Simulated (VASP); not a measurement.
# Hf (P6_3/mmc) in VASP: a series of runs

Runs on Hf. Level: LDA. Tasks: single point.

Program: VASP 6.6.1. These are calculated values, not measurements. Logs are shortened: lines on timing, memory, paths and dates and some standing lists are left out, and cuts for length are marked.

### 1 The cell of the first run

The structure is hexagonal, space group P6_3/mmc (No. 194). The conventional cell has a = 2.748 Å, b = 2.748 Å, c = 4.587 Å, α = 90.00°, β = 90.00°, γ = 120.00°. Within 3.6 Å of Hf (site symmetry -6m2) lie 12 Hf at 2.75 to 2.79 Å.

### 2 Single point, LDA

File INCAR:

```
ALGO     = Normal         # electronic algorithm
EDIFF    = 1E-6           # SCF threshold, eV
ENCUT    = 520            # plane-wave cutoff, eV
ISIF     = 2              # what is computed and relaxed
ISMEAR   = -1             # smearing method
LASPH    = True           # aspherical terms in the spheres
LCHARG   = True           # write CHGCAR
LELF     = True           # ELF
LREAL    = False          # projectors in reciprocal space
LVHAR    = True         
LWAVE    = False          # write WAVECAR
NBANDS   = 17             # bands
NELM     = 100            # most SCF steps
PREC     = Accurate       # precision mode
SIGMA    = 0.08           # smearing width, eV
```

File KPOINTS:

```
k-points
0
Gamma
  15 15 8
```

File POSCAR:

```
Hf
1.0
    2.7477244712      0.0000000000      0.0000000000
   -1.3738622356      2.3795991947      0.0000000000
    0.0000000000      0.0000000000      4.5873107833
Hf
2
Direct
    0.3333333333      0.6666666667      0.2500000000
    0.6666666667      0.3333333333      0.7500000000
```

Potentials or basis: VASP PAW LDA potentials, release 64 (Hf_pv).

The run is started by

```bash
$ cat potpaw_LDA.64/Hf_pv/POTCAR > POTCAR
$ mpirun -np 1 vasp_std > vasp.out
```

OUTCAR:

```text
EDIFF = 1E-6
   ENCUT = 520
   ISIF = 2
   ISMEAR = -1
   LASPH = True
   LREAL = False
   NELM = 100
   PREC = Accurate

 ion  position               nearest neighbor table
   1  0.333  0.667  0.250-   2 2.79   2 2.79   2 2.79   2 2.79   2 2.79   2 2.79
   2  0.667  0.333  0.750-   1 2.79   1 2.79   1 2.79   1 2.79   1 2.79   1 2.79

  LATTYP: Found a hexagonal cell.
 ALAT       =     2.7477244712
 C/A-ratio  =     1.6694944604

  Lattice vectors:

 A1 = (   2.7477244712,   0.0000000000,   0.0000000000)
 A2 = (  -1.3738622356,   2.3795991947,   0.0000000000)
 A3 = (   0.0000000000,   0.0000000000,   4.5873107833)

Analysis of symmetry for initial positions (statically):
=====================================================================
 Subroutine PRICEL returns:
 Original cell was already a primitive cell.

 Routine SETGRP: Setting up the symmetry group for a
 hexagonal supercell.

 Subroutine GETGRP returns: Found 24 space group operations
 (whereof 12 operations were pure point group operations)
 out of a pool of 24 trial point group operations.

The static configuration has the point symmetry D_3d.
 The point group associated with its full space group is D_6h.

Analysis of symmetry for dynamics (positions and initial velocities):
=====================================================================
 Subroutine PRICEL returns:
 Original cell was already a primitive cell.

 Routine SETGRP: Setting up the symmetry group for a
 hexagonal supercell.

 Subroutine GETGRP returns: Found 24 space group operations
 (whereof 12 operations were pure point group operations)
 out of a pool of 24 trial point group operations.

The dynamic configuration has the point symmetry D_3d.
 The point group associated with its full space group is D_6h.

 Subroutine INISYM returns: Found 24 space group operations
 (whereof 12 operations are pure point group operations),
 and found     1 'primitive' translations

----------------------------------------------------------------------------------------

                                     Primitive cell

  volume of cell :      29.9941

  direct lattice vectors                    reciprocal lattice vectors
     2.747724471  0.000000000  0.000000000     0.363937509  0.210119419  0.000000000
    -1.373862236  2.379599195  0.000000000     0.000000000  0.420238838  0.000000000
     0.000000000  0.000000000  4.587310783     0.000000000  0.000000000  0.217992643

  length of vectors
     2.747724471  2.747724471  4.587310783     0.420238838  0.420238838  0.217992643

  position of ions in fractional coordinates (direct lattice)
     0.333333333  0.666666667  0.250000000
     0.666666667  0.333333333  0.750000000

  ion indices of the primitive-cell ions
   primitive index   ion index
                 1           1
                 2           2

----------------------------------------------------------------------------------------

 KPOINTS: k-points

Automatic generation of k-mesh.
 Grid dimensions read from file:
 generate k-points for:   15   15    8

 Generating k-lattice:

  Cartesian coordinates                     Fractional coordinates (reciprocal lattice)
     0.024262501  0.014007961  0.000000000     0.066666667  0.000000000  0.000000000
     0.000000000  0.028015923  0.000000000     0.000000000  0.066666667  0.000000000
     0.000000000  0.000000000  0.027249080     0.000000000  0.000000000  0.125000000

  Length of vectors
     0.028015923  0.028015923  0.027249080

  Shift w.r.t. Gamma in fractional coordinates (k-lattice)
     0.000000000  0.000000000  0.000000000

 Subroutine IBZKPT returns following result:
 ===========================================

 Found    135 irreducible k-points:

 Following reciprocal coordinates:
            Coordinates               Weight
  0.000000  0.000000  0.000000      1.000000
  0.066667  0.000000  0.000000      6.000000
  0.133333  0.000000  0.000000      6.000000
  0.200000  0.000000  0.000000      6.000000
  0.266667  0.000000  0.000000      6.000000
  0.333333  0.000000  0.000000      6.000000
[... 16 lines left out ...]
  0.333333  0.200000  0.000000     12.000000
  0.400000  0.200000  0.000000      6.000000
 [... further k-points ...]
   k-points           NKPTS =    135   k-points in BZ     NKDIM =    135   number of bands    NBANDS=     17
   number of dos      NEDOS =    301   number of ions     NIONS =      2
   total plane-waves  NPLWV =  14400
   dimension x,y,z NGX =    20 NGY =   20 NGZ =   36
   dimension x,y,z NGXF=    40 NGYF=   40 NGZF=   72
   ions per type =               2
   NGX,Y,Z   is equivalent  to a cutoff of  12.10, 12.10, 13.05 a.u.
   NGXF,Y,Z  is equivalent  to a cutoff of  24.20, 24.20, 26.09 a.u.
 SYSTEM =  unknown system
   PREC   = accura    normal or accurate (medium, high low for compatibility)
   ISTART =      0    job   : 0-new  1-cont  2-samecut
   ICHARG =      2    charge: 1-file 2-atom 10-const
   ISPIN  =      1    spin polarized calculation?
   LNONCOLLINEAR =      F non collinear calculations
   LSORBIT =      F    spin-orbit coupling
   LASPH  =      T    aspherical Exc in radial PAW
   ENCUT  =  520.0 eV  38.22 Ry    6.18 a.u.   5.11  5.11  8.53*2*pi/ulx,y,z
   NELM   =    100;   NELMIN=  2; NELMDL= -5     # of ELM steps
   EDIFF  = 0.1E-05   stopping-criterion for ELM
   LREAL  =      F    real-space projection
   EDIFFG = 0.1E-04   stopping-criterion for IOM
   NSW    =      0    number of steps for IOM
   IBRION =     -1    ionic relax: 0-MD 1-quasi-New 2-CG
   NFREE  =      0    steps in history (QN), initial steepest desc. (CG)
   ISIF   =      2    stress and relaxation
   ISYM   =      2    0-nonsym 1-usesym 2-fastsym
   POTIM  = 0.5000    time-step for ionic-motion
   TEBEG  =    0.0;   TEEND  =   0.0 temperature during run
   PSTRESS=    0.0 pullay stress
   NELECT =      20.0000    total number of electrons
   NUPDOWN=      -1.0000    fix difference up-down
   EMIN   =  10.00;   EMAX   =-10.00  energy-range for DOS
   EFERMI =   0.00;   METHOD = LEGACY
   ISMEAR =    -1;   SIGMA  =   0.08  broadening in eV -4-tet -1-fermi 0-gaus
   EFERMI_NEDOS =   21; number of points for ismear=-14 and -15
   IALGO  =     38    algorithm
   IMIX   =      4    mixing-type and parameters
     AMIX     =   0.40;   BMIX     =  1.00
     AMIX_MAG =   1.60;   BMIX_MAG =  1.00
  volume/ion in A,a.u.               =      15.00       101.20
  Fermi-wavevector in a.u.,A,eV,Ry     =   1.430232  2.702746 27.831576  2.045563
  Thomas-Fermi vector in A             =   2.550099
   LORBIT       =      0    0 simple, 1 ext, 2 COOP (PROOUT), +10 PAW based schemes
   GGA     = CA    functional components
   LHFCALC =     F    Hartree Fock is set to
   AEXX    =    0.0000 exact exchange contribution
   IVDW    =     0    specifies the selected vdW correction
   LEPSILON=     F    determine dielectric tensor
   LRPA    =     F    only Hartree local field effects (RPA)
 non-spin polarized calculation
  energy-cutoff  :      520.00
  volume of cell :       29.99
 maximum number of plane-waves:       826
   NGX = 11   NGY = 11   NGZ = 17

 number of electron      20.0000004 magnetization

 Free energy of the ion-electron system (eV)
  ---------------------------------------------------
  ext. energy  EPLUGINS =         0.00000000
  ---------------------------------------------------
  free energy    TOTEN  =       -19.45714603 eV

  energy without entropy =      -19.42820816  energy(sigma->0) =      -19.44267710

 E-fermi :   7.9755     XC(G=0): -13.4218

 val. band max:        7.9731168996   @ k =   0.2667   0.2667   0.3750
 cond. band min:       7.9886691439   @ k =   0.2000   0.0667   0.2500
 fundamental gap:      0.0155522444
 Fermi energy:         7.9755014019

 k-point     1 :       0.0000    0.0000    0.0000
  band No.  band energies     occupation
      1     -23.3453      2.00000
      2     -20.8200      2.00000
      3     -20.8200      2.00000
      4     -20.6204      2.00000
      5     -20.5049      2.00000
      6     -20.5049      2.00000
[... 9 lines left out ...]
     16      12.0533      0.00000
     17      15.8310      0.00000

 k-point     2 :       0.0667    0.0000    0.0000
  band No.  band energies     occupation
      1     -23.3068      2.00000
      2     -20.9330      2.00000
      3     -20.8529      2.00000
      4     -20.6321      2.00000
      5     -20.6227      2.00000
      6     -20.5197      2.00000
[... 9 lines left out ...]
     16      11.8139      0.00000
     17      16.0308      0.00000

 k-point     3 :       0.1333    0.0000    0.0000
  band No.  band energies     occupation
      1     -23.1942      2.00000
      2     -21.2471      2.00000
      3     -20.9425      2.00000
      4     -20.9416      2.00000
      5     -20.6685      2.00000
      6     -20.5638      2.00000
[... 9 lines left out ...]
     16      11.2526      0.00000
     17      16.4659      0.00000

 k-point     4 :       0.2000    0.0000    0.0000
  band No.  band energies     occupation
      1     -23.0167      2.00000
      2     -21.6963      2.00000
      3     -21.3784      2.00000
      4     -21.0676      2.00000
      5     -20.7328      2.00000
      6     -20.6326      2.00000
[... 9 lines left out ...]
     16      12.2208      0.00000
     17      16.8976      0.00000
[... 343 lines left out ...]
      1     -22.7002      2.00000
      2     -22.4726      2.00000
      3     -22.2325      2.00000
      4     -21.6939      2.00000
      5     -21.2991      2.00000
      6     -21.1297      2.00000
[... 9 lines left out ...]
     16      16.2049      0.00000
     17      18.3454      0.00000

 k-point    23 :       0.3333    0.2000    0.0000
  band No.  band energies     occupation
      1     -22.8801      2.00000
      2     -22.5168      2.00000
      3     -22.0143      2.00000
      4     -21.8928      2.00000
      5     -21.4154      2.00000
      6     -21.2820      2.00000
[... 9 lines left out ...]
     16      16.0815      0.00000
     17      19.5395      0.00000

 k-point    24 :       0.4000    0.2000    0.0000
  band No.  band energies     occupation
      1     -22.9427      2.00000
      2     -22.5208      2.00000
      3     -21.9755      2.00000
      4     -21.9077      2.00000
      5     -21.4555      2.00000
      6     -21.3651      2.00000
[... 9 lines left out ...]
     16      16.1187      0.00000
     17      18.8853      0.00000

 [... further k-points ...]

------------------------ aborting loop because EDIFF is reached ----------------------------------------

  FORCE on cell =-STRESS in cart. coord.  units (eV):
  Direction    XX          YY          ZZ          XY          YZ          ZX
  --------------------------------------------------------------------------------------
  -------------------------------------------------------------------------------------
  Total       12.6381921     12.6381921     12.6444194     -0.0000000      0.0000000      0.0000000
  in kB      675.0879804    675.0879805    675.4206228     -0.0000000      0.0000000      0.0000000
  external PRESSURE =     675.1988612 kB  Pullay stress =       0.0000000 kB

 VOLUME and BASIS-vectors are now :
 -----------------------------------------------------------------------------
  energy-cutoff  :      520.00
  volume of cell :       29.99
      direct lattice vectors                 reciprocal lattice vectors
     2.747724471  0.000000000  0.000000000     0.363937509  0.210119419  0.000000000
    -1.373862236  2.379599195  0.000000000     0.000000000  0.420238838  0.000000000
     0.000000000  0.000000000  4.587310783     0.000000000  0.000000000  0.217992643

 POSITION                                       TOTAL-FORCE (eV/Angst)
 -----------------------------------------------------------------------------------
     -0.00000      1.58640      1.14683        -0.000000      0.000000      0.000000
      1.37386      0.79320      3.44048         0.000000      0.000000      0.000000
 -----------------------------------------------------------------------------------
    total drift:                               -0.000000      0.000000     -0.000000

  FREE ENERGIE OF THE ION-ELECTRON SYSTEM (eV)
  ---------------------------------------------------
  free  energy   TOTEN  =       -19.4571460348 eV

  energy  without entropy=      -19.4282081572  energy(sigma->0) =      -19.44267710
```

Wall time 57 s (1 thread of Intel Xeon 8259CL, shared host); peak memory 0.17 GiB.

Results:

* Free energy: -19.4571 eV
* Pressure: 67.5 GPa
* Band gap on the k mesh: zero (bands 10 and 11 overlap by 1.85 eV)

Levels at points of the mesh, in eV from the Fermi level:
| k point | band 7 | band 8 | band 9 | band 10 | band 11 | band 12 | band 13 | band 14 |
| --- | --- | --- | --- | --- | --- | --- | --- | --- |
| (0.00, 0.00, 0.00) | -8.29 | -5.08 | 0.76 | 1.24 | 1.24 | 2.38 | 2.38 | 2.70 |
| (0.00, 0.00, 0.50) | -5.70 | -5.70 | -0.15 | -0.15 | 1.21 | 1.21 | 1.21 | 1.21 |

Caveat: the cell stands under pressure; spin-orbit coupling is left out, which moves the levels of the heavy elements.

[end of part 1 of 2]
